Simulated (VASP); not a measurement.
Runs of VASP 6.6.1 on Al. The structure is that of space group Fm-3m (No. 225), or close to it. The cells are those of the table. 

```tsv
task	cell	k mesh	cutoff (eV)	gap on the mesh (eV)	pressure (GPa)
relaxation of cell and atoms	relaxed from a = 2.856 Å, angles 60.0°, 1 atom	18 × 18 × 18	600	none	0.0
single point	a = 2.635 Å, angles 60.0°, 1 atom	20 × 20 × 20	520	none	30.2
relaxation of cell and atoms	relaxed to 3 GPa from a = 2.813 Å, angles 60.0°, 1 atom	18 × 18 × 18	600	none	3.0
relaxation of cell and atoms	relaxed to -3 GPa from a = 2.866 Å, angles 60.0°, 1 atom	18 × 18 × 18	600	none	-3.0
single point	a = 2.763 Å, angles 60.0°, 1 atom	18 × 18 × 18	520	none	(a)
```

Alike in all rows: level PBEsol; potentials or basis VASP PAW PBE potentials, release 64 (Al); no spin polarisation; smearing gaussian 0.1 eV.

Problem. Estimate the missing entries.

Solution. (a) 8.1.

Caveats: the PAW data sets were made with another functional, which shifts forces and pressure a little; the cell is relaxed towards a set pressure, so the enthalpy falls and the energy may rise (some runs).

A gap of «none» marks levels without a gap at the run's occupations.
